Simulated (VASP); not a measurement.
# GaAs in VASP: further runs, part 2 of 2

VASP 6.6.1. The steps go on from the part before.

### Step 4. Single point, HSE06 (strain +2.4%)

Input file POSCAR:

```
GaAs
1.0
    0.0000000000      2.8999439551      2.8999439551
    2.8999439551      0.0000000000      2.8999439551
    2.8999439551      2.8999439551      0.0000000000
Ga As
1 1
Direct
    0.0000000000      0.0000000000      0.0000000000
    0.2500000000      0.2500000000      0.2500000000
```

Input file INCAR.step1:

```
PREC = Accurate
ENCUT = 520
EDIFF = 1E-5
ISMEAR = -1
SIGMA = 0.02
LREAL = F
LASPH = T
NELM = 60
ALGO = Normal
ISIF = 2
LWAVE = T
NBANDS = 16
GGA = PE
```

Input file INCAR.step2:

```
PREC = Accurate
ENCUT = 520
EDIFF = 1E-7
ISMEAR = -1
SIGMA = 0.02
LREAL = F
LASPH = T
NELM = 60
ALGO = Normal
ISIF = 2
LWAVE = F
LCHARG = T
GGA = PE
LHFCALC = T
HFSCREEN = 0.2079
PRECFOCK = Normal
LELF = T
LVHAR = T
NBANDS = 16
ISTART = 1
```

Input file KPOINTS:

```
Automatic mesh
0
Gamma
  6 6 6
```

Potentials or basis: VASP PAW PBE potentials, release 64 (Ga_d, As).

Started as:

```console
$ cat potpaw_PBE.64/Ga_d/POTCAR potpaw_PBE.64/As/POTCAR > POTCAR
$ cp INCAR.step1 INCAR
$ mpirun -np 1 vasp_std > vasp.out
$ cp INCAR.step2 INCAR
$ mpirun -np 1 vasp_std > vasp.out
```

OUTCAR:

```text
PREC = Accurate
   ENCUT = 520
   EDIFF = 1E-7
   ISMEAR = -1
   LREAL = F
   LASPH = T
   NELM = 60
   ISIF = 2
   GGA = PE
   LHFCALC = T
   HFSCREEN = 0.2079
   PRECFOCK = Normal
   ISTART = 1

 ion  position               nearest neighbor table
   1  0.000  0.000  0.000-   2 2.51   2 2.51   2 2.51   2 2.51
   2  0.250  0.250  0.250-   1 2.51   1 2.51   1 2.51   1 2.51

  LATTYP: Found a face centered cubic cell.
 ALAT       =     5.7998879102

  Lattice vectors:

 A1 = (   0.0000000000,   2.8999439551,   2.8999439551)
 A2 = (   2.8999439551,   0.0000000000,   2.8999439551)
 A3 = (   2.8999439551,   2.8999439551,   0.0000000000)

Analysis of symmetry for initial positions (statically):
[... 5 lines left out ...]
 face centered cubic supercell.

 Subroutine GETGRP returns: Found 24 space group operations
 (whereof 24 operations were pure point group operations)
 out of a pool of 48 trial point group operations.

The static configuration has the point symmetry T_d .

Analysis of symmetry for dynamics (positions and initial velocities):
[... 5 lines left out ...]
 face centered cubic supercell.

 Subroutine GETGRP returns: Found 24 space group operations
 (whereof 24 operations were pure point group operations)
 out of a pool of 48 trial point group operations.

The dynamic configuration has the point symmetry T_d .

 Subroutine INISYM returns: Found 24 space group operations
 (whereof 24 operations are pure point group operations),
 and found     1 'primitive' translations

----------------------------------------------------------------------------------------

                                     Primitive cell

  volume of cell :      48.7752

  direct lattice vectors                    reciprocal lattice vectors
     0.000000000  2.899943955  2.899943955    -0.172417125  0.172417125  0.172417125
     2.899943955  0.000000000  2.899943955     0.172417125 -0.172417125  0.172417125
     2.899943955  2.899943955  0.000000000     0.172417125  0.172417125 -0.172417125

  length of vectors
     4.101140071  4.101140071  4.101140071     0.298635221  0.298635221  0.298635221

  position of ions in fractional coordinates (direct lattice)
     0.000000000  0.000000000  0.000000000
     0.250000000  0.250000000  0.250000000

  ion indices of the primitive-cell ions
   primitive index   ion index
                 1           1
                 2           2

----------------------------------------------------------------------------------------

 KPOINTS: Automatic mesh

Automatic generation of k-mesh.
 Grid dimensions read from file:
 generate k-points for:    6    6    6

 Generating k-lattice:

  Cartesian coordinates                     Fractional coordinates (reciprocal lattice)
    -0.028736188  0.028736188  0.028736188     0.166666667  0.000000000  0.000000000
     0.028736188 -0.028736188  0.028736188     0.000000000  0.166666667  0.000000000
     0.028736188  0.028736188 -0.028736188     0.000000000  0.000000000  0.166666667

  Length of vectors
     0.049772537  0.049772537  0.049772537

  Shift w.r.t. Gamma in fractional coordinates (k-lattice)
     0.000000000  0.000000000  0.000000000

 Subroutine IBZKPT returns following result:
 ===========================================

 Found     16 irreducible k-points:

 Following reciprocal coordinates:
[... 6 lines left out ...]
  0.333333  0.166667  0.000000     24.000000
[... 8 lines left out ...]
 -0.333333  0.333333  0.166667     24.000000
 -0.333333  0.500000  0.166667     12.000000
   k-points           NKPTS =     16   k-points in BZ     NKDIM =    216   number of bands    NBANDS=     16
   number of dos      NEDOS =    301   number of ions     NIONS =      2
   total plane-waves  NPLWV =  32768
   dimension x,y,z NGX =    32 NGY =   32 NGZ =   32
   dimension x,y,z NGXF=    64 NGYF=   64 NGZF=   64
   ions per type =               1   1
   NGX,Y,Z   is equivalent  to a cutoff of  12.97, 12.97, 12.97 a.u.
   NGXF,Y,Z  is equivalent  to a cutoff of  25.94, 25.94, 25.94 a.u.
 SYSTEM =  unknown system
   PREC   = accura    normal or accurate (medium, high low for compatibility)
   ISTART =      1    job   : 0-new  1-cont  2-samecut
   ICHARG =      0    charge: 1-file 2-atom 10-const
   ISPIN  =      1    spin polarized calculation?
   LNONCOLLINEAR =      F non collinear calculations
   LSORBIT =      F    spin-orbit coupling
   LASPH  =      T    aspherical Exc in radial PAW
   ENCUT  =  520.0 eV  38.22 Ry    6.18 a.u.   7.63  7.63  7.63*2*pi/ulx,y,z
   NELM   =     60;   NELMIN=  2; NELMDL=  0     # of ELM steps
   EDIFF  = 0.1E-06   stopping-criterion for ELM
   LREAL  =      F    real-space projection
   EDIFFG = 0.1E-05   stopping-criterion for IOM
   NSW    =      0    number of steps for IOM
   IBRION =     -1    ionic relax: 0-MD 1-quasi-New 2-CG
   NFREE  =      0    steps in history (QN), initial steepest desc. (CG)
   ISIF   =      2    stress and relaxation
   ISYM   =      3    0-nonsym 1-usesym 2-fastsym
   POTIM  = 0.5000    time-step for ionic-motion
   TEBEG  =    0.0;   TEEND  =   0.0 temperature during run
   PSTRESS=    0.0 pullay stress
   NELECT =      18.0000    total number of electrons
   NUPDOWN=      -1.0000    fix difference up-down
   EMIN   =  10.00;   EMAX   =-10.00  energy-range for DOS
   EFERMI =   0.00;   METHOD = LEGACY
   ISMEAR =    -1;   SIGMA  =   0.02  broadening in eV -4-tet -1-fermi 0-gaus
   EFERMI_NEDOS =   21; number of points for ismear=-14 and -15
   IALGO  =     38    algorithm
   IMIX   =      1    mixing-type and parameters
     AMIX     =   0.40;   BMIX     =  1.00
     AMIX_MAG =   1.60;   BMIX_MAG =  1.00
  volume/ion in A,a.u.               =      24.39       164.58
  Fermi-wavevector in a.u.,A,eV,Ry     =   1.174265  2.219039 18.761046  1.378898
  Thomas-Fermi vector in A             =   2.310665
   LORBIT       =      0    0 simple, 1 ext, 2 COOP (PROOUT), +10 PAW based schemes
   GGA     = PE    functional components
   LHFCALC =     T    Hartree Fock is set to
   PRECFOCK=normal    Normal, Fast or Accurate (Low or Medium for compatibility)
   ENCUT4O =  -1.0   cutoff for four orbital integrals eV
   NKREDX  =     1    reduce k-point grid by
   NKREDY  =     1    reduce k-point grid by
   NKREDZ  =     1    reduce k-point grid by
   AEXX    =    0.2500 exact exchange contribution
   HFSCREEN=    0.2079 screening length (either q_TF or 0.3 A-1)
   HFSCREENC=   0.2079 screening length for correlation (either q_TF or 0.3 A-1)
   ENCUTFOCK=  -1.0 apply spherical cutoff to Coloumb kernel
   IVDW    =     0    specifies the selected vdW correction
   LEPSILON=     F    determine dielectric tensor
   LRPA    =     F    only Hartree local field effects (RPA)
 non-spin polarized calculation
  energy-cutoff  :      520.00
  volume of cell :       48.78
 maximum number of plane-waves:      1363
 NGX is ok and might be reduce to    32
  NGX = 24; NGY = 24; NGZ = 24

 number of electron      17.9999987 magnetization

 Free energy of the ion-electron system (eV)
  ---------------------------------------------------
  ext. energy  EPLUGINS =         0.00000000
  ---------------------------------------------------
  free energy    TOTEN  =        -9.80827012 eV

  energy without entropy =       -9.80827012  energy(sigma->0) =       -9.80827012

 E-fermi :   3.2183     XC(G=0):  -7.7008

 val. band max:        2.8330577607   @ k =   0.0000   0.0000   0.0000
 cond. band min:       3.6046289227   @ k =   0.0000   0.0000   0.0000
 fundamental gap:      0.7715711620
 Fermi energy:         3.2182844648

 k-point     1 :       0.0000    0.0000    0.0000
  band No.  band energies     occupation
      1     -14.4588      2.00000
      2     -14.4588      2.00000
      3     -14.4588      2.00000
      4     -14.3944      2.00000
      5     -14.3944      2.00000
      6     -10.5752      2.00000
[... 8 lines left out ...]
     15      13.7059      0.00000
     16      13.7059      0.00000

 k-point     2 :       0.1667    0.0000    0.0000
  band No.  band energies     occupation
      1     -14.4686      2.00000
      2     -14.4547      2.00000
      3     -14.4547      2.00000
      4     -14.3945      2.00000
      5     -14.3945      2.00000
      6     -10.2654      2.00000
[... 8 lines left out ...]
     15      12.6543      0.00000
     16      12.6543      0.00000
[... 235 lines left out ...]
      5     -14.3920      2.00000
      6      -8.3590      2.00000
[... 8 lines left out ...]
     15      15.6582      0.00000
     16      16.2346      0.00000

 k-point    16 :      -0.3333    0.5000    0.1667
  band No.  band energies     occupation
      1     -14.5137      2.00000
      2     -14.4344      2.00000
      3     -14.4268      2.00000
      4     -14.4045      2.00000
      5     -14.3896      2.00000
      6      -8.1404      2.00000
[... 8 lines left out ...]
     15      15.7357      0.00000
     16      16.7990      0.00000

------------------------ aborting loop because EDIFF is reached ----------------------------------------

  FORCE on cell =-STRESS in cart. coord.  units (eV):
  Direction    XX          YY          ZZ          XY          YZ          ZX
  --------------------------------------------------------------------------------------
  -------------------------------------------------------------------------------------
  Total       -1.2150754     -1.2150754     -1.2150754     -0.0000000      0.0000000     -0.0000000
  in kB      -39.9130582    -39.9130582    -39.9130582     -0.0000000      0.0000000     -0.0000000
  external PRESSURE =     -39.9130582 kB  Pullay stress =       0.0000000 kB

 VOLUME and BASIS-vectors are now :
 -----------------------------------------------------------------------------
  energy-cutoff  :      520.00
  volume of cell :       48.78
      direct lattice vectors                 reciprocal lattice vectors
     0.000000000  2.899943955  2.899943955    -0.172417125  0.172417125  0.172417125
     2.899943955  0.000000000  2.899943955     0.172417125 -0.172417125  0.172417125
     2.899943955  2.899943955  0.000000000     0.172417125  0.172417125 -0.172417125

 POSITION                                       TOTAL-FORCE (eV/Angst)
 -----------------------------------------------------------------------------------
      0.00000      0.00000      0.00000        -0.000000     -0.000000      0.000000
      1.44997      1.44997      1.44997         0.000000      0.000000     -0.000000
 -----------------------------------------------------------------------------------
    total drift:                               -0.000007     -0.000012     -0.000005

  FREE ENERGIE OF THE ION-ELECTRON SYSTEM (eV)
  ---------------------------------------------------
  free  energy   TOTEN  =        -9.8082701174 eV

  energy  without entropy=       -9.8082701173  energy(sigma->0) =       -9.80827012
```

Wall time 50 min (1 thread of Intel Xeon Platinum 8375C at 2.90GHz (Ice Lake), shared host); peak memory 0.31 GiB.

What came out:

```
Free energy            : -9.8083 eV
Pressure               : -4.0 GPa
Band gap on the k mesh : 0.77 eV, direct
```

Caveat: the cell differs from its parent crystal (strain +2.4%); the PAW data sets were made with another functional, which shifts forces and pressure a little.

### Step 5. Overview

```csv
level,cell,k mesh,smearing,grid for exact exchange (PRECFOCK),screening parameter,gap on the mesh (eV),pressure (GPa)
PBE,"a = 3.923, b = 3.923, c = 3.838 Å, angles 60.7, 60.7, 58.6°, 2 atoms",8 × 8 × 8,fermi-dirac 0.02 eV,-,-,1.03,10.7
r2SCAN,"a = 3.923, b = 3.923, c = 3.838 Å, angles 60.7, 60.7, 58.6°, 2 atoms",8 × 8 × 8,gaussian 0.01 eV,-,-,1.40,7.7
HSE06,"a = 4.101 Å, angles 60.0°, 2 atoms",6 × 6 × 6,fermi-dirac 0.02 eV,Normal,0.2079 1/Å,0.77,-4.0
```

Alike in all rows: task single point; potentials or basis VASP PAW PBE potentials, release 64 (Ga_d, As); no spin polarisation; cutoff (eV) 520.

Caveats: the PAW data sets were made with another functional, which shifts forces and pressure a little (some runs).

Total energies depend on the potentials used, so only differences within one code and one set of settings carry meaning.
